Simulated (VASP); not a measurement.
# ZrReH (P4/nmm) in VASP: settings compared

Aim: see how the results for ZrReH move with the level of theory and the settings. Levels: RPBE, r2SCAN. Tasks: single point.

Program: VASP 6.6.1. These are calculated values, not measurements. Logs are shortened: lines on timing, memory, paths and dates and some standing lists are left out, and cuts for length are marked.

**1. The cell of the first run**

The structure is tetragonal, space group P4/nmm (No. 129). Conventional cell: a = 3.161 Å, b = 3.161 Å, c = 8.113 Å, α = 90.00°, β = 90.00°, γ = 90.00°. Zr (site symmetry 4mm) has 4 H at 2.11 Å within 2.8 Å. Within 2.8 Å of H (site symmetry -4m2) lie 4 Zr at 2.11 Å and 4 H at 2.24 Å. Re (site symmetry 4mm) has 8 Re at 2.63 to 3.16 Å and 5 Zr at 2.97 to 3.35 Å within 3.5 Å.

**2. Single point, RPBE**

INCAR reads:

```
SYSTEM = ZrReH
PREC = Accurate
ENCUT = 520
EDIFF = 1E-7
ISMEAR = -1
SIGMA = 0.1
LREAL = .False.
LASPH = .True.
NELM = 80
ALGO = Normal
ISIF = 2
LWAVE = .False.
LCHARG = .False.
GGA = RP
NBANDS = 29
```

KPOINTS reads:

```
regular mesh
0
Gamma
  5 5 3
  0 0 0
```

POSCAR reads:

```
ZrReH
1.0
    3.1612877482      0.0000000000      0.0000000000
    0.0000000000      3.1612877482      0.0000000000
    0.0000000000      0.0000000000      8.1131291006
Zr H Re
2 2 2
Direct
    0.0000000000      0.5000000000      0.1727751911
    0.5000000000      0.0000000000      0.8272248089
    0.0000000000      0.0000000000      0.0000000000
    0.5000000000      0.5000000000      0.0000000000
    0.0000000000      0.5000000000      0.5856899494
    0.5000000000      0.0000000000      0.4143100506
```

Potentials or basis: VASP PAW PBE potentials, release 64 (Zr_sv, H, Re).

On the command line:

```console
$ cat potpaw_PBE.64/Zr_sv/POTCAR potpaw_PBE.64/H/POTCAR potpaw_PBE.64/Re/POTCAR > POTCAR
$ mpirun -np 1 vasp_std > vasp.out
```

OUTCAR:

```text
SYSTEM = ZrReH
   PREC = Accurate
   ENCUT = 520
   EDIFF = 1E-7
   ISMEAR = -1
   LREAL = .False.
   LASPH = .True.
   NELM = 80
   ISIF = 2
   GGA = RP

 ion  position               nearest neighbor table
   1  0.000  0.500  0.173-   3 2.11   4 2.11   3 2.11   4 2.11   6 2.97   6 2.97   6 2.97   6 2.97
                             5 3.35   2 3.59   2 3.59   2 3.59   2 3.59
   2  0.500  0.000  0.827-   3 2.11   4 2.11   4 2.11   3 2.11   5 2.97   5 2.97   5 2.97   5 2.97
                             6 3.35   1 3.59   1 3.59   1 3.59   1 3.59
   3  0.000  0.000  0.000-   1 2.11   2 2.11   1 2.11   2 2.11
   4  0.500  0.500  0.000-   1 2.11   2 2.11   2 2.11   1 2.11
   5  0.000  0.500  0.586-   6 2.63   6 2.63   6 2.63   6 2.63   2 2.97   2 2.97   2 2.97   2 2.97
                             1 3.35
   6  0.500  0.000  0.414-   5 2.63   5 2.63   5 2.63   5 2.63   1 2.97   1 2.97   1 2.97   1 2.97
                             2 3.35

  LATTYP: Found a simple tetragonal cell.
 ALAT       =     3.1612877482
 C/A-ratio  =     2.5664000707

  Lattice vectors:

 A1 = (   3.1612877482,   0.0000000000,   0.0000000000)
 A2 = (   0.0000000000,   3.1612877482,   0.0000000000)
 A3 = (   0.0000000000,   0.0000000000,   8.1131291006)

Analysis of symmetry for initial positions (statically):
=====================================================================
 Subroutine PRICEL returns:
 Original cell was already a primitive cell.

 Routine SETGRP: Setting up the symmetry group for a
 simple tetragonal supercell.

 Subroutine GETGRP returns: Found 16 space group operations
 (whereof  8 operations were pure point group operations)
 out of a pool of 16 trial point group operations.

The static configuration has the point symmetry D_2d.
 The point group associated with its full space group is D_4h.

Analysis of symmetry for dynamics (positions and initial velocities):
=====================================================================
 Subroutine PRICEL returns:
 Original cell was already a primitive cell.

 Routine SETGRP: Setting up the symmetry group for a
 simple tetragonal supercell.

 Subroutine GETGRP returns: Found 16 space group operations
 (whereof  8 operations were pure point group operations)
 out of a pool of 16 trial point group operations.

The dynamic configuration has the point symmetry D_2d.
 The point group associated with its full space group is D_4h.

 Subroutine INISYM returns: Found 16 space group operations
 (whereof  8 operations are pure point group operations),
 and found     1 'primitive' translations

----------------------------------------------------------------------------------------

                                     Primitive cell

  volume of cell :      81.0805

  direct lattice vectors                    reciprocal lattice vectors
     3.161287748  0.000000000  0.000000000     0.316326788  0.000000000  0.000000000
     0.000000000  3.161287748  0.000000000     0.000000000  0.316326788  0.000000000
     0.000000000  0.000000000  8.113129101     0.000000000  0.000000000  0.123257006

  length of vectors
     3.161287748  3.161287748  8.113129101     0.316326788  0.316326788  0.123257006

  position of ions in fractional coordinates (direct lattice)
     0.000000000  0.500000000  0.172775191
     0.500000000  0.000000000  0.827224809
     0.000000000  0.000000000  0.000000000
     0.500000000  0.500000000  0.000000000
     0.000000000  0.500000000  0.585689949
     0.500000000  0.000000000  0.414310051

  ion indices of the primitive-cell ions
   primitive index   ion index
                 1           1
                 2           2
                 3           3
                 4           4
                 5           5
                 6           6

----------------------------------------------------------------------------------------

 KPOINTS: regular mesh

Automatic generation of k-mesh.
 Grid dimensions read from file:
 generate k-points for:    5    5    3

 Generating k-lattice:

  Cartesian coordinates                     Fractional coordinates (reciprocal lattice)
     0.063265358  0.000000000  0.000000000     0.200000000  0.000000000  0.000000000
     0.000000000  0.063265358  0.000000000     0.000000000  0.200000000  0.000000000
     0.000000000  0.000000000  0.041085669     0.000000000  0.000000000  0.333333333

  Length of vectors
     0.063265358  0.063265358  0.041085669

  Shift w.r.t. Gamma in fractional coordinates (k-lattice)
     0.000000000  0.000000000  0.000000000

 Subroutine IBZKPT returns following result:
 ===========================================

 Found     12 irreducible k-points:

 Following reciprocal coordinates:
            Coordinates               Weight
  0.000000  0.000000  0.000000      1.000000
  0.200000  0.000000  0.000000      4.000000
  0.400000  0.000000  0.000000      4.000000
  0.200000  0.200000  0.000000      4.000000
  0.400000  0.200000  0.000000      8.000000
[... 33 lines left out ...]
   POTIM  = 0.5000    time-step for ionic-motion
   TEBEG  =    0.0;   TEEND  =   0.0 temperature during run
   PSTRESS=    0.0 pullay stress
   NELECT =      40.0000    total number of electrons
   NUPDOWN=      -1.0000    fix difference up-down
   EMIN   =  10.00;   EMAX   =-10.00  energy-range for DOS
   EFERMI =   0.00;   METHOD = LEGACY
   ISMEAR =    -1;   SIGMA  =   0.10  broadening in eV -4-tet -1-fermi 0-gaus
   EFERMI_NEDOS =   21; number of points for ismear=-14 and -15
   IALGO  =     38    algorithm
   IMIX   =      4    mixing-type and parameters
     AMIX     =   0.40;   BMIX     =  1.00
     AMIX_MAG =   1.60;   BMIX_MAG =  1.00
  volume/ion in A,a.u.               =      13.51        91.19
  Fermi-wavevector in a.u.,A,eV,Ry     =   1.293568  2.444490 22.766885  1.673319
  Thomas-Fermi vector in A             =   2.425206
   LORBIT       =      0    0 simple, 1 ext, 2 COOP (PROOUT), +10 PAW based schemes
   GGA     = RP    functional components
   LHFCALC =     F    Hartree Fock is set to
   AEXX    =    0.0000 exact exchange contribution
   IVDW    =     0    specifies the selected vdW correction
   LEPSILON=     F    determine dielectric tensor
   LRPA    =     F    only Hartree local field effects (RPA)
 non-spin polarized calculation
  energy-cutoff  :      520.00
  volume of cell :       81.08
 maximum number of plane-waves:      2203
 NGX is ok and might be reduce to    24
   NGX = 11   NGY = 11   NGZ = 31

 number of electron      39.9999999 magnetization

 Free energy of the ion-electron system (eV)
  ---------------------------------------------------
  ext. energy  EPLUGINS =         0.00000000
  ---------------------------------------------------
  free energy    TOTEN  =       -48.69266192 eV

  energy without entropy =      -48.60570527  energy(sigma->0) =      -48.64918360

 E-fermi :   8.4841     XC(G=0): -12.0237

 val. band max:        8.4171521570   @ k =   0.2000   0.0000   0.3333
 cond. band min:       8.6011733167   @ k =   0.2000   0.2000   0.0000
 fundamental gap:      0.1840211597
 Fermi energy:         8.4840509252

 k-point     1 :       0.0000    0.0000    0.0000
  band No.  band energies     occupation
      1     -40.5818      2.00000
      2     -40.5537      2.00000
      3     -18.8381      2.00000
      4     -18.5589      2.00000
      5     -18.3292      2.00000
      6     -18.3292      2.00000
[... 21 lines left out ...]
     28      12.2259      0.00000
     29      12.5107      0.00000

 k-point     2 :       0.2000    0.0000    0.0000
  band No.  band energies     occupation
      1     -40.5598      2.00000
      2     -40.5369      2.00000
      3     -18.7940      2.00000
      4     -18.5917      2.00000
      5     -18.5043      2.00000
      6     -18.4925      2.00000
[... 21 lines left out ...]
     28      11.8042      0.00000
     29      12.0951      0.00000

 k-point     3 :       0.4000    0.0000    0.0000
  band No.  band energies     occupation
      1     -40.5211      2.00000
      2     -40.5123      2.00000
      3     -18.8850      2.00000
      4     -18.8828      2.00000
      5     -18.6290      2.00000
      6     -18.5574      2.00000
[... 254 lines left out ...]
      5     -18.6042      2.00000
      6     -18.5477      2.00000
[... 21 lines left out ...]
     28      12.0814      0.00000
     29      12.5043      0.00000

 k-point    12 :       0.4000    0.4000    0.3333
  band No.  band energies     occupation
      1     -40.4684      2.00000
      2     -40.4657      2.00000
      3     -18.8473      2.00000
      4     -18.8396      2.00000
      5     -18.7459      2.00000
      6     -18.7327      2.00000
[... 21 lines left out ...]
     28      12.6261      0.00000
     29      12.9005      0.00000

------------------------ aborting loop because EDIFF is reached ----------------------------------------

  FORCE on cell =-STRESS in cart. coord.  units (eV):
  Direction    XX          YY          ZZ          XY          YZ          ZX
  --------------------------------------------------------------------------------------
  -------------------------------------------------------------------------------------
  Total       -0.2483816     -0.2483816     -0.2262468      0.0000000      0.0000000      0.0000000
  in kB       -4.9081019     -4.9081019     -4.4707100      0.0000000      0.0000000      0.0000000
  external PRESSURE =      -4.7623046 kB  Pullay stress =       0.0000000 kB

 VOLUME and BASIS-vectors are now :
 -----------------------------------------------------------------------------
  energy-cutoff  :      520.00
  volume of cell :       81.08
      direct lattice vectors                 reciprocal lattice vectors
     3.161287748  0.000000000  0.000000000     0.316326788  0.000000000  0.000000000
     0.000000000  3.161287748  0.000000000     0.000000000  0.316326788  0.000000000
     0.000000000  0.000000000  8.113129101     0.000000000  0.000000000  0.123257006

 POSITION                                       TOTAL-FORCE (eV/Angst)
 -----------------------------------------------------------------------------------
      0.00000      1.58064      1.40175        -0.000000      0.000000      0.032168
      1.58064      0.00000      6.71138         0.000000      0.000000     -0.032168
      0.00000      0.00000      0.00000        -0.000000      0.000000      0.000000
      1.58064      1.58064      0.00000        -0.000000     -0.000000      0.000000
      0.00000      1.58064      4.75178        -0.000000      0.000000     -0.061361
      1.58064      0.00000      3.36135         0.000000      0.000000      0.061361
 -----------------------------------------------------------------------------------
    total drift:                                0.000000      0.000000      0.000000

  FREE ENERGIE OF THE ION-ELECTRON SYSTEM (eV)
  ---------------------------------------------------
  free  energy   TOTEN  =       -48.6926619221 eV

  energy  without entropy=      -48.6057052702  energy(sigma->0) =      -48.64918360
```

Run time: 16 s. Hardware: 1 thread of Intel Xeon 6975P-C (Granite Rapids), shared host; peak memory 0.19 GiB.

What came out:

* Free energy: -48.6927 eV
* Pressure: -0.5 GPa
* Largest force: 0.061 eV/Å
* Band gap on the k mesh: zero (band 20 reaches 8.60 eV, above the bottom of band 21 at 8.22 eV)

Forces in eV/Å, atoms in the order of the input:
```
Zr   0.000  0.000  0.032
Zr   0.000  0.000 -0.032
H    0.000  0.000  0.000
H    0.000  0.000  0.000
Re   0.000  0.000 -0.061
Re   0.000  0.000  0.061
```

Caveat: the k points lie up to 0.40 Å⁻¹ apart; the PAW data sets were made with another functional, which shifts forces and pressure a little; spin-orbit coupling is left out, which moves the levels of the heavy elements.

**3. Single point, r2SCAN**

This run uses another cell than the first one, of 13.21 Å³/atom, 0.977 times its volume.

POSCAR reads:

```
ZrReH
1.0
    3.1385304592      0.0000000000      0.0000000000
    0.0000000000      3.1385304592      0.0000000000
    0.0000000000      0.0000000000      8.0442235293
Zr H Re
2 2 2
Direct
    0.0000000000      0.5000000000      0.1734508714
    0.5000000000      0.0000000000      0.8265491286
    0.0000000000      0.0000000000      0.0000000000
    0.5000000000      0.5000000000      0.0000000000
    0.0000000000      0.5000000000      0.5857462181
    0.5000000000      0.0000000000      0.4142537819
```

INCAR.step1 reads:

```
PREC = Accurate ; ENCUT = 520
ISMEAR = -1 ; SIGMA = 0.1
LREAL = False ; LASPH = True
NELM = 100 ; NBANDS = 29
GGA = PE ; ALGO = Normal
EDIFF = 1E-4 ; LWAVE = True
LCHARG = False
```

INCAR.step2 reads:

```
PREC = Accurate ; ENCUT = 520
EDIFF = 1E-7 ; ISMEAR = -1
SIGMA = 0.1 ; LREAL = False
LASPH = True ; NELM = 100
ALGO = Normal ; ISIF = 2
LWAVE = False ; LCHARG = False
METAGGA = R2SCAN ; LMIXTAU = True
NBANDS = 29 ; ISTART = 1
```

KPOINTS reads:

```
regular mesh
0
Gamma
  5 5 3
```

Potentials or basis: VASP PAW PBE potentials, release 64 (Zr_sv, H, Re).

On the command line:

```console
$ cat potpaw_PBE.64/Zr_sv/POTCAR potpaw_PBE.64/H/POTCAR potpaw_PBE.64/Re/POTCAR > POTCAR
$ cp INCAR.step1 INCAR
$ mpirun -np 1 vasp_std > vasp.out
$ cp INCAR.step2 INCAR
$ mpirun -np 1 vasp_std > vasp.out
```

Run time: 58 s. Hardware: 1 thread of Intel Xeon 6975P-C (Granite Rapids), shared host; peak memory 0.19 GiB.

It converged, with:

```yaml
Free_energy: -159.8587 eV
Pressure: -0.3 GPa
Largest_force: 0.033 eV/Å
Band_gap_on_the_k_mesh: zero (band 20 reaches 8.75 eV, above the bottom of band 21 at 8.34 eV)
```

Forces in eV/Å, atoms in the order of the input:
```
Zr   0.000  0.000  0.033
Zr   0.000  0.000 -0.033
H    0.000  0.000  0.000
H    0.000  0.000  0.000
Re   0.000  0.000 -0.021
Re   0.000  0.000  0.021
```

Stress tensor (GPa, compression positive):
```
-0.30  0.00  0.00
 0.00 -0.30  0.00
 0.00  0.00 -0.42
```

Levels at points of the mesh, in eV from the Fermi level:
```
           k point  band 16  band 17  band 18  band 19  band 20  band 21  band 22  band 23  band 24  band 25
(0.00, 0.00, 0.00)    -2.02    -1.87    -1.87    -1.80    -0.18    -0.18     0.60     1.62     1.62     1.68
```

Caveat: the k points lie up to 0.40 Å⁻¹ apart; the PAW data sets were made with another functional, which shifts forces and pressure a little; spin-orbit coupling is left out, which moves the levels of the heavy elements.

**4. Single point, r2SCAN**

This run uses another cell than the first one, of 13.21 Å³/atom, 0.977 times its volume.

POSCAR reads:

```
ZrReH
1.0
    3.1380857998      0.0000000000      0.0000000000
    0.0000000000      3.1380857998      0.0000000000
    0.0000000000      0.0000000000      8.0459975186
Zr H Re
2 2 2
Direct
    0.0000000000      0.5000000000      0.1734728451
    0.5000000000      0.0000000000      0.8265271549
    0.0000000000      0.0000000000      0.0000000000
    0.5000000000      0.5000000000      0.0000000000
    0.0000000000      0.5000000000      0.5856493236
    0.5000000000      0.0000000000      0.4143506764
```

INCAR.step1 reads:

```
PREC = Accurate
ENCUT = 520
ISMEAR = -1
SIGMA = 0.1
LREAL = False
LASPH = True
NELM = 100
NBANDS = 29
GGA = PE
ALGO = Normal
EDIFF = 1E-4
LWAVE = True
LCHARG = False
```

INCAR.step2 reads:

```
PREC = Accurate
ENCUT = 520
EDIFF = 1E-6
ISMEAR = -1
SIGMA = 0.1
LREAL = False
LASPH = True
NELM = 100
ALGO = Normal
ISIF = 2
LWAVE = False
LCHARG = False
METAGGA = R2SCAN
LMIXTAU = True
NBANDS = 29
ISTART = 1
```

KPOINTS is that of step 3.

On the command line:

```console
$ cat potpaw_PBE.64/Zr_sv/POTCAR potpaw_PBE.64/H/POTCAR potpaw_PBE.64/Re/POTCAR > POTCAR
$ cp INCAR.step1 INCAR
$ mpirun -np 1 vasp_std > vasp.out
$ cp INCAR.step2 INCAR
$ mpirun -np 1 vasp_std > vasp.out
```

It took 49 s on 1 thread of Intel Xeon 6975P-C (Granite Rapids), shared host; peak memory 0.2 GiB.

The run converged. Its results:

```yaml
Free_energy: -159.8587 eV
Pressure: -0.3 GPa
Largest_force: 0.030 eV/Å
Band_gap_on_the_k_mesh: zero (band 20 reaches 8.75 eV, above the bottom of band 21 at 8.34 eV)
```

Forces in eV/Å, atoms in the order of the input:
```
Zr   0.000  0.000  0.030
Zr   0.000  0.000 -0.030
H    0.000  0.000  0.000
H    0.000  0.000  0.000
Re   0.000  0.000 -0.004
Re   0.000  0.000  0.004
```

Stress tensor (GPa, compression positive):
```
-0.24  0.00  0.00
 0.00 -0.24  0.00
 0.00  0.00 -0.41
```

Levels at points of the mesh, in eV from the Fermi level:
```tsv
k point	band 17	band 18	band 19	band 20	band 21	band 22	band 23	band 24
(0.00, 0.00, 0.00)	-1.87	-1.87	-1.80	-0.18	-0.18	0.60	1.62	1.62
```

Caveat: the k points lie up to 0.40 Å⁻¹ apart; the PAW data sets were made with another functional, which shifts forces and pressure a little; spin-orbit coupling is left out, which moves the levels of the heavy elements.

**5. Single point, r2SCAN**

This run uses another cell than the first one, of 13.21 Å³/atom, 0.977 times its volume.

POSCAR reads:

```
ZrReH
1.0
    3.1385306117      0.0000000000      0.0000000000
    0.0000000000      3.1385306117      0.0000000000
    0.0000000000      0.0000000000      8.0442223336
Zr H Re
2 2 2
Direct
    0.0000000000      0.5000000000      0.1734508331
    0.5000000000      0.0000000000      0.8265491669
    0.0000000000      0.0000000000      0.0000000000
    0.5000000000      0.5000000000      0.0000000000
    0.0000000000      0.5000000000      0.5857462432
    0.5000000000      0.0000000000      0.4142537568
```

INCAR.step1 reads:

```
SYSTEM = ZrReH
ALGO = Normal
EDIFF = 1E-4
ENCUT = 520
GGA = PE
ISMEAR = -1
LASPH = .TRUE.
LCHARG = .FALSE.
LREAL = .FALSE.
LWAVE = .TRUE.
NBANDS = 29
NELM = 60
PREC = Accurate
SIGMA = 0.1
```

INCAR.step2 reads:

```
SYSTEM = ZrReH
ALGO = Normal
EDIFF = 1E-6
ENCUT = 520
ISIF = 2
ISMEAR = -1
ISTART = 1
LASPH = .TRUE.
LCHARG = .TRUE.
LELF = .TRUE.
LMIXTAU = .TRUE.
LREAL = .FALSE.
LVHAR = .TRUE.
LWAVE = .FALSE.
METAGGA = R2SCAN
NBANDS = 29
NELM = 60
PREC = Accurate
SIGMA = 0.1
```

KPOINTS reads:

```
k-points
0
G
  5 5 3
  0 0 0
```

On the command line:

```console
$ cat potpaw_PBE.64/Zr_sv/POTCAR potpaw_PBE.64/H/POTCAR potpaw_PBE.64/Re/POTCAR > POTCAR
$ cp INCAR.step1 INCAR
$ mpirun -np 1 vasp_std > vasp.out
$ cp INCAR.step2 INCAR
$ mpirun -np 1 vasp_std > vasp.out
```

Run time: 54 s. Hardware: 1 thread of Intel Xeon 6975P-C (Granite Rapids), shared host; peak memory 0.2 GiB.

Results (log left out):

```yaml
Free_energy: -159.8587 eV
Pressure: -0.3 GPa
Largest_force: 0.033 eV/Å
Band_gap_on_the_k_mesh: zero (band 20 reaches 8.75 eV, above the bottom of band 21 at 8.34 eV)
```

Forces in eV/Å, atoms in the order of the input:
```
Zr   0.000  0.000  0.033
Zr   0.000  0.000 -0.033
H    0.000  0.000  0.000
H    0.000  0.000  0.000
Re   0.000  0.000 -0.021
Re   0.000  0.000  0.021
```

Stress tensor (GPa, compression positive):
```
-0.30  0.00  0.00
 0.00 -0.30  0.00
 0.00  0.00 -0.42
```

Levels at points of the mesh, in eV from the Fermi level:
```tsv
k point	band 16	band 17	band 18	band 19	band 20	band 21	band 22	band 23	band 24	band 25
(0.00, 0.00, 0.00)	-2.02	-1.87	-1.87	-1.80	-0.18	-0.18	0.60	1.62	1.62	1.68
```

Caveat: the k points lie up to 0.40 Å⁻¹ apart; the PAW data sets were made with another functional, which shifts forces and pressure a little; spin-orbit coupling is left out, which moves the levels of the heavy elements.

**6. The runs side by side**

| level | cell | gap on the mesh (eV) | pressure (GPa) | largest force (eV/Å) |
| --- | --- | --- | --- | --- |
| RPBE | a = 3.161, b = 3.161, c = 8.113 Å, 6 atoms | none | -0.5 | 0.06 |
| r2SCAN | a = 3.139, b = 3.139, c = 8.044 Å, 6 atoms | none | -0.3 | 0.03 |
| r2SCAN | a = 3.138, b = 3.138, c = 8.046 Å, 6 atoms | none | -0.3 | 0.03 |

Alike in all rows: task single point; potentials or basis VASP PAW PBE potentials, release 64 (Zr_sv, H, Re); no spin polarisation; k mesh 5 × 5 × 3; cutoff (eV) 520; smearing fermi-dirac 0.1 eV.

Caveats: all runs use coarse meshes; the PAW data sets were made with another functional, which shifts forces and pressure a little; spin-orbit coupling is left out, which moves the levels of the heavy elements.

Total energies depend on the potentials used, so only differences within one code and one set of settings carry meaning.
